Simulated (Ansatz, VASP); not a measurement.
## Two plane-wave programs on MgH4

File INCAR:

```
  PREC = Accurate
  ENCUT = 600
  EDIFF = 1E-6
  ISMEAR = 0
  SIGMA = 0.1
  LREAL = False
  LASPH = True
  NELM = 60
  ALGO = Normal
  ISIF = 3
  LWAVE = False
  LCHARG = False
  GGA = PE
  IBRION = 2
  NSW = 90
  EDIFFG = -0.025
```

Contents of KPOINTS:

```
Automatic mesh
0
Gamma
  10 10 10
```

File POSCAR:

```
MgH4
1.0
   -1.9595919071      1.9595919071      2.0196047921
    1.9595919071     -1.9595919071      2.0196047921
    1.9595919071      1.9595919071     -2.0196047921
Mg H
1 4
Direct
    0.0000000000      0.0000000000      0.0000000000
    0.2532768015      0.5000000000      0.7532768015
    0.7467231985      0.5000000000      0.2467231985
    0.5000000000      0.7467231985      0.2467231985
    0.5000000000      0.2532768015      0.7532768015
```

Input for Ansatz:

```yaml
crystal:
  lattice:
    - [-1.9595919071, 1.9595919071, 2.0196047921]
    - [1.9595919071, -1.9595919071, 2.0196047921]
    - [1.9595919071, 1.9595919071, -2.0196047921]
  atoms:
    - { symbol: Mg, position: [0.0, 0.0, 0.0] }
    - { symbol: H, position: [0.2532768015, 0.5, 0.7532768015] }
    - { symbol: H, position: [0.7467231985, 0.5, 0.2467231985] }
    - { symbol: H, position: [0.5, 0.7467231985, 0.2467231985] }
    - { symbol: H, position: [0.5, 0.2532768015, 0.7532768015] }
basis:
  ecutwfc: 420
kpoints:
  mp_grid: { grid: [10, 10, 10] }
hamiltonian:
  xc: pbe
scf:
  occupations: { method: gaussian, width: 0.1 }
output:
  forces: true
  stress: true
  eigenvalues: true
  write_density: true
  write_potential: true
  elf: true
  volumetric_format: npy
relax:
  adjacent_minimum: "off"
  f_tol: 0.025
  max_steps: 70
  cell: { stress_tol: 0.12 }
```

Alike in both runs: task relaxation of cell and atoms; functional PBE; k mesh 10 × 10 × 10; occupations gaussian, width 0.1 eV; no spin polarisation.

```csv
,VASP,Ansatz
version,VASP 6.6.1,Ansatz 0.2.0
potentials or method,"VASP PAW PBE potentials, release 64 (Mg, H), cutoff 600 eV","scalar-relativistic, plane waves, PAW"
valence electrons in the cell,6,14
```

```csv
,VASP,Ansatz,Ansatz less VASP
"gap on the k mesh at the Fermi level, each at its own relaxed structure (eV)",none,none,-
relaxed volume (Å³/atom),6.14,6.15,+0.004
relaxed cell length with the largest relative difference (Å),3.418,3.418,+0.0006
```

A gap of «none» marks a metal or a gap that the smearing closes. VASP's potentials hold 6 valence electrons a cell and Ansatz's 14, so a difference there can come from the potentials and not from the codes.
